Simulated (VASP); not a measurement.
Wanted: the native input for a VASP 6.6.1 run.

- Task: single point
- Functional: BLYP
- Potentials or basis: VASP PAW PBE potentials, release 64 (V_sv, O)
- Cutoff: 600 eV
- k mesh: 6 × 6 × 9
- Occupations: fermi-dirac, width 0.05 eV
- Spin: collinear spin, ferromagnetic start
- Starting moments: [2.0, 2.0, 0.0, 0.0, 0.0, 0.0] μB
- Dipole correction: no
- Further INCAR settings: ALGO = Normal; EDIFF = 1e-06; NBANDS = 38

The structure of VO2 lies in POSCAR:

```
VO2
1.0
    4.4462864423      0.0000000000      0.0000000000
    0.0000000000      4.4462864423      0.0000000000
    0.0000000000      0.0000000000      3.0033037399
V O
2 4
Direct
    0.5000000000      0.5000000000      0.5000000000
    0.0000000000      0.0000000000      0.0000000000
    0.2003580000      0.7996420000      0.5000000000
    0.7996420000      0.2003580000      0.5000000000
    0.7003580000      0.7003580000      0.0000000000
    0.2996420000      0.2996420000      0.0000000000
```

The input as run:

INCAR

```
PREC = Accurate ; ENCUT = 600
EDIFF = 1E-6 ; ISMEAR = -1
SIGMA = 0.05 ; LREAL = False
LASPH = True ; NELM = 200
ALGO = Normal ; ISIF = 2
LWAVE = False ; LCHARG = False
ISPIN = 2 ; MAGMOM = 2 2 0 0 0 0
LORBIT = 11 ; LMAXMIX = 4
GGA = B5 ; ALDAX = 1.0
AGGAX = 1.0 ; AGGAC = 1.0
ALDAC = 0.0 ; NBANDS = 38
GGA_COMPAT = False
```

KPOINTS

```
Automatic mesh
0
Gamma
  6 6 9
```

Potentials or basis: VASP PAW PBE potentials, release 64 (V_sv, O).

Run with:

```console
$ cat potpaw_PBE.64/V_sv/POTCAR potpaw_PBE.64/O/POTCAR > POTCAR
$ mpirun -np 1 vasp_std > vasp.out
```

Results of the run:

- Pressure: 7.8 GPa
- Largest force: 0.207 eV/Å
- Band gap on the k mesh: zero (filled and empty bands overlap)
- Net moment: 2.00 μB per cell
- Site moments: V +1.05; O -0.05 μB
- Valence electrons inside the program's atomic spheres: V 11.48; O 5.06

Caveat: the stress differs along the axes, from -4 to 14 GPa; the PAW data sets were made with another functional, which shifts forces and pressure a little; semilocal functionals often make such compounds metallic where correlation or magnetic order opens a gap, which also shifts bond lengths.

Wall time 3.9 min on 1 thread of AMD EPYC 9R45 96-Core Processor (Zen 5), on a shared host, peak memory 0.29 GiB.
